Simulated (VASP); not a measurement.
Runs of VASP 6.6.1 on AlN. The structure is that of space group F-43m (No. 216), or close to it. The cells are those of the table. 

```csv
cell,gap on the mesh (eV),pressure (GPa)
"a = 3.064, b = 3.064, c = 3.097 Å, angles 60.3, 60.3, 90.0°, 2 atoms",3.13,1.9
"a = 3.080, b = 3.080, c = 3.092 Å, angles 60.1, 60.1, 90.0°, 2 atoms",3.16,1.4
"a = 3.111, b = 3.111, c = 3.098 Å, angles 59.9, 59.9, 90.0°, 2 atoms",3.13,(b)
"a = 3.033, b = 3.033, c = 3.098 Å, angles 60.7, 60.7, 90.0°, 2 atoms",3.06,4.0
"a = 3.095 Å, angles 60.0, 60.0, 90.0°, 2 atoms",3.18,0.0
"a = 3.064, b = 3.064, c = 3.089 Å, angles 60.3, 60.3, 90.0°, 2 atoms",3.14,(a)
"a = 3.080, b = 3.080, c = 3.096 Å, angles 60.2, 60.2, 90.0°, 2 atoms",3.16,0.9
```

Alike in all rows: task single point; level PBEsol; potentials or basis VASP PAW PBE potentials, release 64 (Al, N); no spin polarisation; k mesh 10 × 10 × 10; cutoff (eV) 520; smearing gaussian 0.01 eV.

Fill in the values left out.

(a) 2.9; (b) -1.4.

Caveats: the PAW data sets were made with another functional, which shifts forces and pressure a little.

A k mesh can miss the band edges.
